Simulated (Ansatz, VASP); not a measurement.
## Two plane-wave programs on Cr

```
Cr
1.0
    -1.48445    1.48445    1.48445
     1.48445   -1.48445    1.48445
     1.48445    1.48445   -1.48445
Cr
1
Cartesian
  0.0000 0.0000 0.0000
```

Alike in both runs: task single point; functional PBE; k mesh 10 × 10 × 10; occupations fermi-dirac, width 0.05 eV; collinear spin; fixed moment 4.5 μB.

|  | VASP | Ansatz |
| --- | --- | --- |
| version | VASP 6.6.1 | Ansatz 0.2.0 |
| potentials or method | VASP PAW PBE potentials, release 64 (Cr_sv) | Ansatz PAW |
| plane-wave cutoff (eV) | 600 | 420 |
| valence electrons in the cell | 14 | 14 |

```csv
,VASP,Ansatz,Ansatz less VASP
net moment per atom (μB),4.50,4.50,0.000
size of the moment on the site where the two differ most (μB),3.53,3.82,+0.284
```

Site moments also hang on the region over which each program counts them.
